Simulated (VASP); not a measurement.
# Ba (Im-3m) in VASP: single point with r2SCAN

Aim: the single point of Ba with r2SCAN.

Program: VASP 6.6.1. These are calculated values, not measurements. Logs are shortened: lines on timing, memory, paths and dates and some standing lists are left out, and cuts for length are marked.

### 1 The cell of the first run

The structure is cubic, space group Im-3m (No. 229). Conventional cell: a = 5.013 Å, b = 5.013 Å, c = 5.013 Å, α = 90.00°, β = 90.00°, γ = 90.00°. Within 5.7 Å of Ba (site symmetry m-3m) lie 14 Ba at 4.34 to 5.01 Å.

### 2 Single point, r2SCAN

POSCAR reads:

```
Ba
1.0
   -2.5065000000      2.5065000000      2.5065000000
    2.5065000000     -2.5065000000      2.5065000000
    2.5065000000      2.5065000000     -2.5065000000
Ba
1
Direct
    0.0000000000      0.0000000000      0.0000000000
```

INCAR.step1 reads:

```
  PREC = Accurate
  ENCUT = 520
  ISMEAR = -1
  SIGMA = 0.05
  LREAL = False
  LASPH = True
  NELM = 80
  NBANDS = 11
  GGA = PE
  ALGO = Normal
  EDIFF = 1E-4
  LWAVE = True
  LCHARG = False
```

INCAR.step2 reads:

```
  PREC = Accurate
  ENCUT = 520
  EDIFF = 1E-6
  ISMEAR = -1
  SIGMA = 0.05
  LREAL = False
  LASPH = True
  NELM = 80
  ALGO = Normal
  ISIF = 2
  LWAVE = False
  LCHARG = False
  METAGGA = R2SCAN
  LMIXTAU = True
  NBANDS = 11
  ISTART = 1
```

KPOINTS reads:

```
Automatic mesh
0
Gamma
  7 7 7
```

Potentials or basis: VASP PAW PBE potentials, release 64 (Ba_sv).

On the command line:

```console
$ cat potpaw_PBE.64/Ba_sv/POTCAR > POTCAR
$ cp INCAR.step1 INCAR
$ mpirun -np 1 vasp_std > vasp.out
$ cp INCAR.step2 INCAR
$ mpirun -np 1 vasp_std > vasp.out
```

OUTCAR:

```text
PREC = Accurate
   ENCUT = 520
   EDIFF = 1E-6
   ISMEAR = -1
   LREAL = False
   LASPH = True
   NELM = 80
   ISIF = 2
   METAGGA = R2SCAN
   ISTART = 1

 ion  position               nearest neighbor table
   1  0.000  0.000  0.000-

  LATTYP: Found a body centered cubic cell.
 ALAT       =     5.0130000000

  Lattice vectors:

 A1 = (  -2.5065000000,   2.5065000000,   2.5065000000)
 A2 = (   2.5065000000,  -2.5065000000,   2.5065000000)
 A3 = (   2.5065000000,   2.5065000000,  -2.5065000000)

Analysis of symmetry for initial positions (statically):
=====================================================================
 Subroutine PRICEL returns:
 Original cell was already a primitive cell.

 Routine SETGRP: Setting up the symmetry group for a
 body centered cubic supercell.

 Subroutine GETGRP returns: Found 48 space group operations
 (whereof 48 operations were pure point group operations)
 out of a pool of 48 trial point group operations.

The static configuration has the point symmetry O_h .

Analysis of symmetry for dynamics (positions and initial velocities):
=====================================================================
 Subroutine PRICEL returns:
 Original cell was already a primitive cell.

 Routine SETGRP: Setting up the symmetry group for a
 body centered cubic supercell.

 Subroutine GETGRP returns: Found 48 space group operations
 (whereof 48 operations were pure point group operations)
 out of a pool of 48 trial point group operations.

The dynamic configuration has the point symmetry O_h .

 Subroutine INISYM returns: Found 48 space group operations
 (whereof 48 operations are pure point group operations),
 and found     1 'primitive' translations

----------------------------------------------------------------------------------------

                                     Primitive cell

  volume of cell :      62.9888

  direct lattice vectors                    reciprocal lattice vectors
    -2.506500000  2.506500000  2.506500000     0.000000000  0.199481348  0.199481348
     2.506500000 -2.506500000  2.506500000     0.199481348  0.000000000  0.199481348
     2.506500000  2.506500000 -2.506500000     0.199481348  0.199481348  0.000000000

  length of vectors
     4.341385349  4.341385349  4.341385349     0.282109228  0.282109228  0.282109228

[... 75 lines left out ...]
   EDIFFG = 0.1E-04   stopping-criterion for IOM
   NSW    =      0    number of steps for IOM
   IBRION =     -1    ionic relax: 0-MD 1-quasi-New 2-CG
   NFREE  =      0    steps in history (QN), initial steepest desc. (CG)
   ISIF   =      2    stress and relaxation
   ISYM   =      2    0-nonsym 1-usesym 2-fastsym
   POTIM  = 0.5000    time-step for ionic-motion
   TEBEG  =    0.0;   TEEND  =   0.0 temperature during run
   PSTRESS=    0.0 pullay stress
   NELECT =      10.0000    total number of electrons
   NUPDOWN=      -1.0000    fix difference up-down
   EMIN   =  10.00;   EMAX   =-10.00  energy-range for DOS
   EFERMI =   0.00;   METHOD = LEGACY
   ISMEAR =    -1;   SIGMA  =   0.05  broadening in eV -4-tet -1-fermi 0-gaus
   EFERMI_NEDOS =   21; number of points for ismear=-14 and -15
   IALGO  =     38    algorithm
   IMIX   =      4    mixing-type and parameters
     AMIX     =   0.40;   BMIX     =  1.00
     AMIX_MAG =   1.60;   BMIX_MAG =  1.00
  volume/ion in A,a.u.               =      62.99       425.07
  Fermi-wavevector in a.u.,A,eV,Ry     =   0.886449  1.675146 10.691349  0.785792
  Thomas-Fermi vector in A             =   2.007617
   LORBIT       =      0    0 simple, 1 ext, 2 COOP (PROOUT), +10 PAW based schemes
   METAGGA = R2SCAN    functional components
   LHFCALC =     F    Hartree Fock is set to
   AEXX    =    0.0000 exact exchange contribution
   IVDW    =     0    specifies the selected vdW correction
   LEPSILON=     F    determine dielectric tensor
   LRPA    =     F    only Hartree local field effects (RPA)
 non-spin polarized calculation
  energy-cutoff  :      520.00
  volume of cell :       62.99
 maximum number of plane-waves:      1721
   NGX = 17   NGY = 17   NGZ = 17

 number of electron       9.9999999 magnetization

 Free energy of the ion-electron system (eV)
  ---------------------------------------------------
  ext. energy  EPLUGINS =         0.00000000
  ---------------------------------------------------
  free energy    TOTEN  =       -26.42913675 eV

  energy without entropy =      -26.41307644  energy(sigma->0) =      -26.42110660

 E-fermi :   1.6805     XC(G=0):  -7.8299

 val. band max:        1.6774304916   @ k =  -0.4286   0.4286   0.2857
 cond. band min:       2.0647626284   @ k =  -0.4286  -0.4286   0.1429
 fundamental gap:      0.3873321368
 Fermi energy:         1.6804831072

 k-point     1 :       0.0000    0.0000    0.0000
  band No.  band energies     occupation
      1     -28.1842      2.00000
      2     -12.7160      2.00000
      3     -12.7160      2.00000
      4     -12.7160      2.00000
      5      -1.1547      2.00000
      6       3.8663      0.00000
      7       3.8663      0.00000
      8       3.8663      0.00000
      9       5.2177      0.00000
     10       5.2177      0.00000
     11       9.0209      0.00000
[... 253 lines left out ...]
 k-point    20 :      -0.4286    0.4286    0.4286
  band No.  band energies     occupation
      1     -28.1070      2.00000
      2     -13.0391      2.00000
      3     -13.0204      2.00000
      4     -13.0204      2.00000
      5       1.2210      1.99980
      6       1.2256      1.99978
      7       5.4590      0.00000
      8       5.4591      0.00000
      9       5.9526      0.00000
     10       6.5543      0.00000
     11       8.0082      0.00000

------------------------ aborting loop because EDIFF is reached ----------------------------------------

  FORCE on cell =-STRESS in cart. coord.  units (eV):
  Direction    XX          YY          ZZ          XY          YZ          ZX
  --------------------------------------------------------------------------------------
  -------------------------------------------------------------------------------------
  Total        0.1475016      0.1475016      0.1475016      0.0000000      0.0000000     -0.0000000
  in kB        3.7518398      3.7518398      3.7518398      0.0000000      0.0000000     -0.0000000
  external PRESSURE =       3.7518398 kB  Pullay stress =       0.0000000 kB

 VOLUME and BASIS-vectors are now :
 -----------------------------------------------------------------------------
  energy-cutoff  :      520.00
  volume of cell :       62.99
      direct lattice vectors                 reciprocal lattice vectors
    -2.506500000  2.506500000  2.506500000     0.000000000  0.199481348  0.199481348
     2.506500000 -2.506500000  2.506500000     0.199481348  0.000000000  0.199481348
     2.506500000  2.506500000 -2.506500000     0.199481348  0.199481348  0.000000000

 POSITION                                       TOTAL-FORCE (eV/Angst)
 -----------------------------------------------------------------------------------
      0.00000      0.00000      0.00000         0.000000     -0.000000      0.000000
 -----------------------------------------------------------------------------------
    total drift:                               -0.000000      0.000000      0.000000

  FREE ENERGIE OF THE ION-ELECTRON SYSTEM (eV)
  ---------------------------------------------------
  free  energy   TOTEN  =       -26.4291367475 eV

  energy  without entropy=      -26.4130764425  energy(sigma->0) =      -26.42110660
```

OUTCAR.step1:

```text
PREC = Accurate
   ENCUT = 520
   ISMEAR = -1
   LREAL = False
   LASPH = True
   NELM = 80
[... 489 lines left out ...]
 POSITION                                       TOTAL-FORCE (eV/Angst)
 -----------------------------------------------------------------------------------
      0.00000      0.00000      0.00000         0.000000      0.000000     -0.000000
 -----------------------------------------------------------------------------------
    total drift:                               -0.000000      0.000000     -0.000000

  FREE ENERGIE OF THE ION-ELECTRON SYSTEM (eV)
  ---------------------------------------------------
  free  energy   TOTEN  =        -1.9085327993 eV

  energy  without entropy=       -1.8940190822  energy(sigma->0) =       -1.90127594
```

OSZICAR.step1:

```text
N       E                     dE             d eps       ncg     rms          rms(c)
DAV:   1     0.564854517148E+02    0.56485E+02   -0.42766E+03   440   0.757E+02
DAV:   2     0.660517442940E+00   -0.55825E+02   -0.54194E+02   544   0.135E+02
DAV:   3    -0.185388550262E+01   -0.25144E+01   -0.24885E+01   556   0.308E+01
DAV:   4    -0.190722902733E+01   -0.53344E-01   -0.53269E-01   583   0.415E+00
DAV:   5    -0.190869966988E+01   -0.14706E-02   -0.14705E-02   591   0.513E-01    0.161E+00
DAV:   6    -0.190810084111E+01    0.59883E-03   -0.29074E-03   529   0.522E-01    0.959E-01
DAV:   7    -0.190835175654E+01   -0.25092E-03   -0.64260E-03   509   0.851E-01    0.417E-02
DAV:   8    -0.190852414947E+01   -0.17239E-03   -0.31368E-04   634   0.101E-01    0.252E-02
DAV:   9    -0.190853279926E+01   -0.86498E-05   -0.60548E-06   292   0.210E-02
   1 F= -.19085328E+01 E0= -.19012759E+01  d E =-.145137E-01
```

It took 16 s on 1 thread of Intel Xeon 6975P-C (Granite Rapids), shared host; peak memory 0.17 GiB.

What came out:

```yaml
Free_energy: -26.4291 eV
Pressure: 0.4 GPa
Band_gap_on_the_k_mesh: zero (band 5 reaches 2.09 eV, above the bottom of band 6 at 1.23 eV)
```

Levels at points of the mesh, in eV from the Fermi level:
```
           k point  band 2  band 3  band 4  band 5  band 6  band 7  band 8  band 9
(0.00, 0.00, 0.00)  -14.40  -14.40  -14.40   -2.84    2.19    2.19    2.19    3.54
```

Caveat: the PAW data sets were made with another functional, which shifts forces and pressure a little; spin-orbit coupling is left out, which moves the levels of the heavy elements.
